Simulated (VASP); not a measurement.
# LiCl in VASP: notebook

The runs below take LiCl through single point, with PBE.

Everything below comes from runs of VASP 6.6.1. Logs are shortened: lines on timing, memory, paths and dates and some standing lists are left out, and cuts for length are marked.

## (1) The cell of the first run

Symmetry: I4mm, No. 107, tetragonal system. The conventional cell has a = 3.627 Å, b = 3.627 Å, c = 5.130 Å, α = 90.00°, β = 90.00°, γ = 90.00°. Li (site symmetry 4mm) has 5 Cl at 2.19 to 2.59 Å within 2.9 Å. Within 2.9 Å of Cl (site symmetry 4mm) lie 5 Li at 2.19 to 2.59 Å.

## (2) Single point, PBE (one atom moved)

File INCAR:

```
SYSTEM = LiCl
  PREC = Accurate
  ENCUT = 520
  EDIFF = 1E-6
  ISMEAR = 0
  SIGMA = 0.02
  LREAL = .FALSE.
  LASPH = .TRUE.
  NELM = 60
  ALGO = Normal
  ISIF = 2
  LWAVE = .FALSE.
  LCHARG = .FALSE.
  GGA = PE
  NBANDS = 12
```

File KPOINTS:

```
regular mesh
0
G
  8 8 8
  0 0 0
```

File POSCAR:

```
LiCl
1.0
    0.0000000000      2.5647600000      2.5647600000
    2.5647600000      0.0000000000      2.5647600000
    2.5647600000      2.5647600000      0.0000000000
Li Cl
1 1
Direct
    0.0000000000      0.0000000000      0.0000000000
    0.5731062556      0.4268937444      0.5731062556
```

Potentials or basis: VASP PAW PBE potentials, release 64 (Li_sv, Cl).

Launch:

```
cat potpaw_PBE.64/Li_sv/POTCAR potpaw_PBE.64/Cl/POTCAR > POTCAR
mpirun -np 1 vasp_std > vasp.out
```

OUTCAR:

```text
SYSTEM = LiCl
   PREC = Accurate
   ENCUT = 520
   EDIFF = 1E-6
   ISMEAR = 0
   LREAL = .FALSE.
   LASPH = .TRUE.
   NELM = 60
   ISIF = 2
   GGA = PE

 ion  position               nearest neighbor table
   1  0.000  0.000  0.000-   2 2.19   2 2.59   2 2.59   2 2.59   2 2.59
   2  0.573  0.427  0.573-   1 2.19   1 2.59   1 2.59   1 2.59   1 2.59

  LATTYP: Found a face centered cubic cell.
 ALAT       =     5.1295200000

  Lattice vectors:

 A1 = (   0.0000000000,   2.5647600000,   2.5647600000)
 A2 = (   2.5647600000,   0.0000000000,   2.5647600000)
 A3 = (   2.5647600000,   2.5647600000,   0.0000000000)

Analysis of symmetry for initial positions (statically):
=====================================================================
 Subroutine PRICEL returns:
 Original cell was already a primitive cell.

 Routine SETGRP: Setting up the symmetry group for a
 face centered cubic supercell.

 Subroutine GETGRP returns: Found  8 space group operations
 (whereof  8 operations were pure point group operations)
 out of a pool of 48 trial point group operations.

The static configuration has the point symmetry C_4v.

Analysis of symmetry for dynamics (positions and initial velocities):
=====================================================================
 Subroutine PRICEL returns:
 Original cell was already a primitive cell.

 Routine SETGRP: Setting up the symmetry group for a
 face centered cubic supercell.

 Subroutine GETGRP returns: Found  8 space group operations
 (whereof  8 operations were pure point group operations)
 out of a pool of 48 trial point group operations.

The dynamic configuration has the point symmetry C_4v.

 Subroutine INISYM returns: Found  8 space group operations
 (whereof  8 operations are pure point group operations),
 and found     1 'primitive' translations

----------------------------------------------------------------------------------------

                                     Primitive cell

  volume of cell :      33.7420

  direct lattice vectors                    reciprocal lattice vectors
     0.000000000  2.564760000  2.564760000    -0.194950015  0.194950015  0.194950015
     2.564760000  0.000000000  2.564760000     0.194950015 -0.194950015  0.194950015
     2.564760000  2.564760000  0.000000000     0.194950015  0.194950015 -0.194950015

  length of vectors
     3.627118376  3.627118376  3.627118376     0.337663331  0.337663331  0.337663331

  position of ions in fractional coordinates (direct lattice)
     0.000000000  0.000000000  0.000000000
[... 88 lines left out ...]
   PSTRESS=    0.0 pullay stress
   NELECT =      10.0000    total number of electrons
   NUPDOWN=      -1.0000    fix difference up-down
   EMIN   =  10.00;   EMAX   =-10.00  energy-range for DOS
   EFERMI =   0.00;   METHOD = LEGACY
   ISMEAR =     0;   SIGMA  =   0.02  broadening in eV -4-tet -1-fermi 0-gaus
   EFERMI_NEDOS =   21; number of points for ismear=-14 and -15
   IALGO  =     38    algorithm
   IMIX   =      4    mixing-type and parameters
     AMIX     =   0.40;   BMIX     =  1.00
     AMIX_MAG =   1.60;   BMIX_MAG =  1.00
  volume/ion in A,a.u.               =      16.87       113.85
  Fermi-wavevector in a.u.,A,eV,Ry     =   1.091486  2.062609 16.209183  1.191341
  Thomas-Fermi vector in A             =   2.227732
   LORBIT       =      0    0 simple, 1 ext, 2 COOP (PROOUT), +10 PAW based schemes
   GGA     = PE    functional components
   LHFCALC =     F    Hartree Fock is set to
   AEXX    =    0.0000 exact exchange contribution
   IVDW    =     0    specifies the selected vdW correction
   LEPSILON=     F    determine dielectric tensor
   LRPA    =     F    only Hartree local field effects (RPA)
 non-spin polarized calculation
 Gauss-broadening in eV      SIGMA  =   0.02
  energy-cutoff  :      520.00
  volume of cell :       33.74
 maximum number of plane-waves:       934
   NGX = 13   NGY = 13   NGZ = 13

 number of electron      10.0000005 magnetization

 Free energy of the ion-electron system (eV)
  ---------------------------------------------------
  ext. energy  EPLUGINS =         0.00000000
  ---------------------------------------------------
  free energy    TOTEN  =        -7.30444698 eV

  energy without entropy =       -7.30444698  energy(sigma->0) =       -7.30444698

 E-fermi :   0.6701     XC(G=0):  -8.6962

 val. band max:        0.5822367326   @ k =   0.0000   0.0000   0.0000
 cond. band min:       6.8415129825   @ k =   0.0000   0.0000   0.0000
 fundamental gap:      6.2592762499
 Fermi energy:         0.6701432413

 k-point     1 :       0.0000    0.0000    0.0000
  band No.  band energies     occupation
      1     -42.8518      2.00000
      2     -12.8543      2.00000
      3       0.4162      2.00000
      4       0.5822      2.00000
      5       0.5822      2.00000
      6       6.8415      0.00000
      7      11.9338      0.00000
      8      11.9338      0.00000
      9      12.5880      0.00000
     10      14.2443      0.00000
     11      15.2367      0.00000
     12      15.8384      0.00000
[... 331 lines left out ...]
 k-point    24 :       0.5000    0.2500    0.0000
  band No.  band energies     occupation
      1     -42.8486      2.00000
      2     -12.1848      2.00000
      3      -1.9284      2.00000
      4      -0.7455      2.00000
      5      -0.1957      2.00000
      6       8.6219      0.00000
      7      10.0387      0.00000
      8      11.3608      0.00000
      9      12.3721      0.00000
     10      15.3871      0.00000
     11      18.0603      0.00000
     12      19.2291      0.00000

 [... further k-points ...]

------------------------ aborting loop because EDIFF is reached ----------------------------------------

  FORCE on cell =-STRESS in cart. coord.  units (eV):
  Direction    XX          YY          ZZ          XY          YZ          ZX
  --------------------------------------------------------------------------------------
  -------------------------------------------------------------------------------------
  Total        0.0012764      1.4312570      0.0012764      0.0000000      0.0000000      0.0000000
  in kB        0.0606054     67.9607252      0.0606054      0.0000000      0.0000000      0.0000000
  external PRESSURE =      22.6939786 kB  Pullay stress =       0.0000000 kB

 VOLUME and BASIS-vectors are now :
 -----------------------------------------------------------------------------
  energy-cutoff  :      520.00
  volume of cell :       33.74
      direct lattice vectors                 reciprocal lattice vectors
     0.000000000  2.564760000  2.564760000    -0.194950015  0.194950015  0.194950015
     2.564760000  0.000000000  2.564760000     0.194950015 -0.194950015  0.194950015
     2.564760000  2.564760000  0.000000000     0.194950015  0.194950015 -0.194950015

 POSITION                                       TOTAL-FORCE (eV/Angst)
 -----------------------------------------------------------------------------------
      0.00000      0.00000      0.00000         0.000000      0.630393      0.000000
      2.56476      2.93976      2.56476         0.000000     -0.630393      0.000000
 -----------------------------------------------------------------------------------
    total drift:                               -0.000002     -0.000360     -0.000002

  FREE ENERGIE OF THE ION-ELECTRON SYSTEM (eV)
  ---------------------------------------------------
  free  energy   TOTEN  =        -7.3044469806 eV

  energy  without entropy=       -7.3044469806  energy(sigma->0) =       -7.30444698
```

OSZICAR:

```text
N       E                     dE             d eps       ncg     rms          rms(c)
DAV:   1     0.419720241047E+02    0.41972E+02   -0.42378E+03  1416   0.779E+02
DAV:   2    -0.484032073657E+01   -0.46812E+02   -0.45046E+02  1736   0.143E+02
DAV:   3    -0.731876481502E+01   -0.24784E+01   -0.24710E+01  1856   0.344E+01
DAV:   4    -0.739296269785E+01   -0.74198E-01   -0.74168E-01  1988   0.599E+00
DAV:   5    -0.739401402650E+01   -0.10513E-02   -0.10513E-02  1932   0.662E-01    0.245E+00
DAV:   6    -0.730056654858E+01    0.93447E-01   -0.19861E-01  1740   0.210E+00    0.173E+00
DAV:   7    -0.729968875260E+01    0.87780E-03   -0.68844E-02  1936   0.140E+00    0.989E-01
DAV:   8    -0.730445986778E+01   -0.47711E-02   -0.91648E-03  1688   0.656E-01    0.194E-01
DAV:   9    -0.730436669038E+01    0.93177E-04   -0.34533E-04  1752   0.126E-01    0.545E-02
DAV:  10    -0.730444286753E+01   -0.76177E-04   -0.12153E-04  1644   0.766E-02    0.225E-02
DAV:  11    -0.730444761658E+01   -0.47490E-05   -0.14563E-05  2044   0.244E-02    0.132E-02
DAV:  12    -0.730444698060E+01    0.63598E-06   -0.77968E-07  1656   0.661E-03
   1 F= -.73044470E+01 E0= -.73044470E+01  d E =-.179517E-12
```

It took 25 s on 1 thread of Intel Xeon Platinum 8375C at 2.90GHz (Ice Lake), shared host; peak memory 0.16 GiB.

Results:

| Quantity | Value |
| --- | --- |
| Free energy | -7.3044 eV |
| Largest force | 0.630 eV/Å |
| Band gap on the k mesh | 6.26 eV, direct |

Forces on the atoms (eV/Å):
```
Li   0.000  0.630  0.000
Cl   0.000 -0.630  0.000
```

Caveat: the cell differs from its parent crystal (one atom moved); the cutoff is under 1.25 times the usual one of these potentials, so pressure, stress and relaxed cells hold a basis-set (Pulay) error.

## (3) Single point, PBE (one atom moved)

File INCAR:

```
SYSTEM = LiCl
PREC = Accurate ; ENCUT = 520
EDIFF = 1E-7 ; ISMEAR = 0
SIGMA = 0.02 ; LREAL = .False.
LASPH = .True. ; NELM = 80
ALGO = Normal ; ISIF = 2
LWAVE = .False. ; LCHARG = .False.
GGA = PE ; NBANDS = 12
```

File KPOINTS:

```
regular mesh
0
Gamma
  8 8 8
  0 0 0
```

POSCAR, as its differences from that of step 2:

```diff
@@ -9,2 +9,2 @@
     0.0000000000      0.0000000000      0.0000000000
-    0.5731062556      0.4268937444      0.5731062556
+    0.4239967872      0.4311202608      0.5858871785
```

Potentials or basis: VASP PAW PBE potentials, release 64 (Li_sv, Cl).

Launch:

```
cat potpaw_PBE.64/Li_sv/POTCAR potpaw_PBE.64/Cl/POTCAR > POTCAR
mpirun -np 1 vasp_std > vasp.out
```

Wall time 100 s (1 thread of Intel Xeon Platinum 8375C at 2.90GHz (Ice Lake), shared host); peak memory 0.22 GiB.

Results (log left out):

- Free energy: -7.3063 eV
- Largest force: 0.614 eV/Å
- Band gap on the k mesh: 6.26 eV, direct

Forces on the atoms (eV/Å):
```
Li   0.011  0.006 -0.614
Cl  -0.011 -0.006  0.614
```

Levels at points of the mesh, in eV from the valence-band top:
```csv
k point,band 2,band 3,band 4,band 5,band 6,band 7,band 8,band 9
"(0.00, 0.00, 0.00)",-13.44,-0.17,0.00,0.00,6.26,11.35,11.36,12.00
"(0.50, 0.00, 0.00)",-12.88,-2.84,-0.42,-0.29,6.84,9.56,9.75,12.86
"(0.00, 0.50, 0.00)",-12.89,-2.84,-0.41,-0.29,6.83,9.58,9.76,12.90
"(0.00, 0.00, 0.50)",-12.88,-2.83,-0.43,-0.29,6.85,9.52,9.72,12.80
"(0.50, 0.50, 0.50)",-12.89,-2.84,-0.40,-0.30,6.83,9.60,9.79,12.94
"(0.50, 0.50, 0.00)",-12.67,-2.91,-1.13,-1.13,7.75,8.29,13.02,14.18
"(0.00, 0.50, 0.50)",-12.65,-2.91,-1.20,-1.07,7.72,7.94,12.42,14.55
"(0.50, 0.00, 0.50)",-12.65,-2.91,-1.20,-1.07,7.71,7.95,12.42,14.54
```

Caveat: the cell differs from its parent crystal (one atom moved); the cutoff is under 1.25 times the usual one of these potentials, so pressure, stress and relaxed cells hold a basis-set (Pulay) error.

## (4) Single point, PBE (strained and its atoms moved)

File INCAR:

```
  ALGO = Normal
  EDIFF = 1E-7
  ENCUT = 520
  GGA = PE
  ISIF = 2
  ISMEAR = 0
  LASPH = True
  LCHARG = False
  LREAL = False
  LWAVE = False
  NBANDS = 12
  NELM = 80
  PREC = Accurate
  SIGMA = 0.02
```

File KPOINTS:

```
k-points
0
Gamma
  8 8 8
```

File POSCAR:

```
LiCl
1.0
   -0.0045652728      2.6478838716      2.7192354948
    2.7145932792      0.0112592964      2.7034109256
    2.7269041272      2.6443701504     -0.0010515516
Li Cl
1 1
Direct
   -0.0191889300     -0.0186235749      0.0121902244
    0.5191889300      0.5186235749      0.4878097756
```

Launch:

```
cat potpaw_PBE.64/Li_sv/POTCAR potpaw_PBE.64/Cl/POTCAR > POTCAR
mpirun -np 1 vasp_std > vasp.out
```

Run time: 87 s. Hardware: 1 thread of Intel Xeon Platinum 8259CL at 2.50GHz (Skylake/Cascade Lake), shared host; peak memory 0.23 GiB.

The run converged. Its results:

- Free energy: -7.3304 eV
- Largest force: 0.026 eV/Å
- Band gap on the k mesh: 5.56 eV, direct

Forces in eV/Å, atoms in the order of the input:
```
Li  -0.003  0.007  0.025
Cl   0.003 -0.007 -0.025
```

Levels at points of the mesh, in eV from the valence-band top:
```tsv
k point	band 3	band 4	band 5	band 6	band 7	band 8
(0.00, 0.00, 0.00)	-0.09	-0.06	0.00	5.56	11.46	11.61
(0.50, 0.00, 0.00)	-2.32	-0.27	-0.22	6.60	9.33	9.53
(0.00, 0.50, 0.00)	-2.31	-0.32	-0.23	6.56	9.26	9.46
(0.50, 0.50, 0.00)	-2.34	-0.97	-0.80	7.48	8.45	11.32
(0.00, 0.00, 0.50)	-2.32	-0.28	-0.22	6.59	9.35	9.50
(0.50, 0.00, 0.50)	-2.34	-0.99	-0.91	7.47	8.23	11.49
(0.00, 0.50, 0.50)	-2.33	-0.94	-0.82	7.50	8.37	11.10
(0.50, 0.50, 0.50)	-2.31	-0.30	-0.21	6.59	9.26	9.52
```

Caveat: the cell differs from its parent crystal (strained and its atoms moved); the cutoff is under 1.25 times the usual one of these potentials, so pressure, stress and relaxed cells hold a basis-set (Pulay) error. A k mesh can miss the band edges.
